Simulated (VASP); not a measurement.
# Ge3Pd (Pm-3m) in VASP: a series of runs

Runs on Ge3Pd. Level: PBEsol. Tasks: density of states, vibrations by perturbation theory.

Program: VASP 6.6.1. These are calculated values, not measurements. Logs are shortened: lines on timing, memory, paths and dates and some standing lists are left out, and cuts for length are marked.

**1. The cell of the first run**

The structure is cubic, space group Pm-3m (No. 221). Conventional cell: a = 4.142 Å, b = 4.142 Å, c = 4.142 Å, α = 90.00°, β = 90.00°, γ = 90.00°. Pd (site symmetry m-3m) has 12 Ge at 2.93 Å within 3.9 Å. Ge (site symmetry 4/mmm) has 4 Pd at 2.93 Å and 8 Ge at 2.93 Å within 3.9 Å.

**2. Density of states, PBEsol**

POSCAR reads:

```
Ge3Pd
1.0
    4.1420230000      0.0000000000      0.0000000000
    0.0000000000      4.1420230000      0.0000000000
    0.0000000000      0.0000000000      4.1420230000
Pd Ge
1 3
Direct
    0.0000000000      0.0000000000      0.0000000000
    0.5000000000      0.5000000000      0.0000000000
    0.5000000000      0.0000000000      0.5000000000
    0.0000000000      0.5000000000      0.5000000000
```

INCAR.step1 reads:

```
PREC     = Accurate       # precision mode
ENCUT    = 520            # plane-wave cutoff, eV
EDIFF    = 1E-6           # SCF threshold, eV
ISMEAR   = -1             # smearing method
SIGMA    = 0.05           # smearing width, eV
LREAL    = F              # projectors in reciprocal space
LASPH    = T              # aspherical terms in the spheres
NELM     = 80             # most SCF steps
ALGO     = Normal         # electronic algorithm
ISIF     = 2              # what is computed and relaxed
LWAVE    = F              # write WAVECAR
LCHARG   = T              # write CHGCAR
LMAXMIX  = 4              # l up to which the mixer works
GGA      = PS             # functional
NBANDS   = 34             # bands
```

KPOINTS.step1 reads:

```
regular mesh
0
Gamma
  7 7 7
```

INCAR.step2 reads:

```
PREC     = Accurate       # precision mode
ENCUT    = 520            # plane-wave cutoff, eV
EDIFF    = 1E-6           # SCF threshold, eV
ISMEAR   = -5             # smearing method
SIGMA    = 0.05           # smearing width, eV
LREAL    = F              # projectors in reciprocal space
LASPH    = T              # aspherical terms in the spheres
NELM     = 80             # most SCF steps
ALGO     = Normal         # electronic algorithm
ISIF     = 2              # what is computed and relaxed
LWAVE    = F              # write WAVECAR
LCHARG   = F              # write CHGCAR
LMAXMIX  = 4              # l up to which the mixer works
GGA      = PS             # functional
LORBIT   = 11             # projections on sites
NBANDS   = 34             # bands
NEDOS    = 2001           # points of the DOS
ICHARG   = 11             # starting density
```

KPOINTS.step2 reads:

```
regular mesh
0
Gamma
  11 11 11
```

Potentials or basis: VASP PAW PBE potentials, release 64 (Pd, Ge_d).

On the command line:

```sh
$ cat potpaw_PBE.64/Pd/POTCAR potpaw_PBE.64/Ge_d/POTCAR > POTCAR
$ cp INCAR.step1 INCAR
$ cp KPOINTS.step1 KPOINTS
$ mpirun -np 1 vasp_std > vasp.out
$ cp INCAR.step2 INCAR
$ cp KPOINTS.step2 KPOINTS
$ mpirun -np 1 vasp_std > vasp.out
```

OUTCAR:

```text
PREC = Accurate
   ENCUT = 520
   EDIFF = 1E-6
   ISMEAR = -5
   LREAL = F
   LASPH = T
   NELM = 80
   ISIF = 2
   GGA = PS
   LORBIT = 11
   ICHARG = 11

 ion  position               nearest neighbor table
   1  0.000  0.000  0.000-   2 2.93   3 2.93   4 2.93   3 2.93   4 2.93   2 2.93   4 2.93   4 2.93
                             2 2.93   3 2.93   3 2.93   2 2.93
   2  0.500  0.500  0.000-   1 2.93   1 2.93   1 2.93   1 2.93
   3  0.500  0.000  0.500-   1 2.93   1 2.93   1 2.93   1 2.93
   4  0.000  0.500  0.500-   1 2.93   1 2.93   1 2.93   1 2.93

  LATTYP: Found a simple cubic cell.
 ALAT       =     4.1420230000

  Lattice vectors:

 A1 = (   4.1420230000,   0.0000000000,   0.0000000000)
 A2 = (   0.0000000000,   4.1420230000,   0.0000000000)
 A3 = (   0.0000000000,   0.0000000000,   4.1420230000)

Analysis of symmetry for initial positions (statically):
=====================================================================
 Subroutine PRICEL returns:
 Original cell was already a primitive cell.

 Routine SETGRP: Setting up the symmetry group for a
 simple cubic supercell.

 Subroutine GETGRP returns: Found 48 space group operations
 (whereof 48 operations were pure point group operations)
 out of a pool of 48 trial point group operations.

The static configuration has the point symmetry O_h .

Analysis of symmetry for dynamics (positions and initial velocities):
=====================================================================
 Subroutine PRICEL returns:
 Original cell was already a primitive cell.

 Routine SETGRP: Setting up the symmetry group for a
 simple cubic supercell.

 Subroutine GETGRP returns: Found 48 space group operations
 (whereof 48 operations were pure point group operations)
 out of a pool of 48 trial point group operations.

The dynamic configuration has the point symmetry O_h .

 Subroutine INISYM returns: Found 48 space group operations
 (whereof 48 operations are pure point group operations),
 and found     1 'primitive' translations

----------------------------------------------------------------------------------------

                                     Primitive cell

  volume of cell :      71.0620

  direct lattice vectors                    reciprocal lattice vectors
     4.142023000  0.000000000  0.000000000     0.241427921  0.000000000  0.000000000
     0.000000000  4.142023000  0.000000000     0.000000000  0.241427921  0.000000000
[... 94 lines left out ...]
   NSW    =      0    number of steps for IOM
   IBRION =     -1    ionic relax: 0-MD 1-quasi-New 2-CG
   NFREE  =      0    steps in history (QN), initial steepest desc. (CG)
   ISIF   =      2    stress and relaxation
   ISYM   =      2    0-nonsym 1-usesym 2-fastsym
   POTIM  = 0.5000    time-step for ionic-motion
   TEBEG  =    0.0;   TEEND  =   0.0 temperature during run
   PSTRESS=    0.0 pullay stress
   NELECT =      52.0000    total number of electrons
   NUPDOWN=      -1.0000    fix difference up-down
   EMIN   =  10.00;   EMAX   =-10.00  energy-range for DOS
   EFERMI =   0.00;   METHOD = LEGACY
   ISMEAR =    -5;   SIGMA  =   0.05  broadening in eV -4-tet -1-fermi 0-gaus
   EFERMI_NEDOS =   21; number of points for ismear=-14 and -15
   IALGO  =     38    algorithm
   IMIX   =      4    mixing-type and parameters
     AMIX     =   0.40;   BMIX     =  1.00
     AMIX_MAG =   1.60;   BMIX_MAG =  1.00
  volume/ion in A,a.u.               =      17.77       119.89
  Fermi-wavevector in a.u.,A,eV,Ry     =   1.475243  2.787804 29.610913  2.176341
  Thomas-Fermi vector in A             =   2.589916
   LORBIT       =     11    0 simple, 1 ext, 2 COOP (PROOUT), +10 PAW based schemes
   GGA     = PS    functional components
   LHFCALC =     F    Hartree Fock is set to
   AEXX    =    0.0000 exact exchange contribution
   IVDW    =     0    specifies the selected vdW correction
   LEPSILON=     F    determine dielectric tensor
   LRPA    =     F    only Hartree local field effects (RPA)
 non-spin polarized calculation
 Fermi weights with tetrahedron method with Bloechl corrections
  energy-cutoff  :      520.00
  volume of cell :       71.06
 maximum number of plane-waves:      1935
 NGX is ok and might be reduce to    32

 number of electron      52.0000056 magnetization

 Free energy of the ion-electron system (eV)
  ---------------------------------------------------
  ext. energy  EPLUGINS =         0.00000000
  ---------------------------------------------------
  free energy    TOTEN  =       -20.57918657 eV

  energy without entropy =      -20.57918657  energy(sigma->0) =      -20.57918657

 E-fermi :   7.3797     XC(G=0): -11.8603

 val. band max:        7.4651897735   @ k =   0.3636   0.2727   0.0909
 cond. band min:       7.2589529401   @ k =   0.4545   0.4545   0.4545
 fundamental gap:     -0.2062368335
 Fermi energy:         7.3797090584

 k-point     1 :       0.0000    0.0000    0.0000
  band No.  band energies     occupation
      1     -17.2886      2.00000
      2     -17.2886      2.00000
      3     -17.2886      2.00000
      4     -17.2777      2.00000
      5     -17.2242      2.00000
      6     -17.2242      2.00000
[... 877 lines left out ...]
     33      12.7583      0.00000
     34      16.6514      0.00000

 [... further k-points ...]
[... 5 lines left out ...]
  --------------------------------------------------------------------------------------
  -------------------------------------------------------------------------------------
  Total       -1.5929627     -1.5929627     -1.5929627     -0.0000000     -0.0000000     -0.0000000
  in kB      -35.9152319    -35.9152319    -35.9152319     -0.0000000     -0.0000000     -0.0000000
  external PRESSURE =     -35.9152319 kB  Pullay stress =       0.0000000 kB

 VOLUME and BASIS-vectors are now :
 -----------------------------------------------------------------------------
  energy-cutoff  :      520.00
  volume of cell :       71.06
      direct lattice vectors                 reciprocal lattice vectors
     4.142023000  0.000000000  0.000000000     0.241427921  0.000000000  0.000000000
     0.000000000  4.142023000  0.000000000     0.000000000  0.241427921  0.000000000
     0.000000000  0.000000000  4.142023000     0.000000000  0.000000000  0.241427921

 POSITION                                       TOTAL-FORCE (eV/Angst)
 -----------------------------------------------------------------------------------
      0.00000      0.00000      0.00000         0.000000      0.000000      0.000000
      2.07101      2.07101      0.00000         0.000000      0.000000      0.000000
      2.07101      0.00000      2.07101         0.000000      0.000000      0.000000
      0.00000      2.07101      2.07101         0.000000      0.000000      0.000000
 -----------------------------------------------------------------------------------
    total drift:                                0.000000     -0.000000     -0.000000

  FREE ENERGIE OF THE ION-ELECTRON SYSTEM (eV)
  ---------------------------------------------------
  free  energy   TOTEN  =       -20.5791865686 eV

  energy  without entropy=      -20.5791865686  energy(sigma->0) =      -20.57918657

 total charge

# of ion       s       p       d       tot
------------------------------------------
    1        0.394   0.331   8.592   9.317
    2        1.265   0.898  10.028  12.190
    3        1.265   0.898  10.028  12.190
    4        1.265   0.898  10.028  12.190
--------------------------------------------------
tot          4.188   3.024  38.675  45.887
```

OUTCAR.step1:

```text
PREC = Accurate
   ENCUT = 520
   EDIFF = 1E-6
   ISMEAR = -1
   LREAL = F
   LASPH = T
[... 961 lines left out ...]
      0.00000      0.00000      0.00000         0.000000      0.000000      0.000000
      2.07101      2.07101      0.00000         0.000000      0.000000      0.000000
      2.07101      0.00000      2.07101         0.000000      0.000000      0.000000
      0.00000      2.07101      2.07101         0.000000      0.000000      0.000000
 -----------------------------------------------------------------------------------
    total drift:                                0.000000     -0.000000     -0.000000

  FREE ENERGIE OF THE ION-ELECTRON SYSTEM (eV)
  ---------------------------------------------------
  free  energy   TOTEN  =       -20.5747654135 eV

  energy  without entropy=      -20.5572272517  energy(sigma->0) =      -20.56599633
```

Wall time 34 s (1 thread of Intel Xeon 6975P-C (Granite Rapids), shared host); peak memory 0.25 GiB.

Results:

| Item | Value |
| --- | --- |
| Valence electrons inside the program's atomic spheres | Pd 9.32; Ge 12.19 |

Levels at points of the mesh, in eV from the Fermi level:
```tsv
k point	band 23	band 24	band 25	band 26	band 27	band 28	band 29	band 30
(0.00, 0.00, 0.00)	-2.63	-2.63	-1.54	-1.54	0.83	3.00	3.00	3.00
```

Caveat: the PAW data sets were made with another functional, which shifts forces and pressure a little; tetrahedron occupations give inexact forces and stress in metals.

(Part 1 of 2 ends here.)
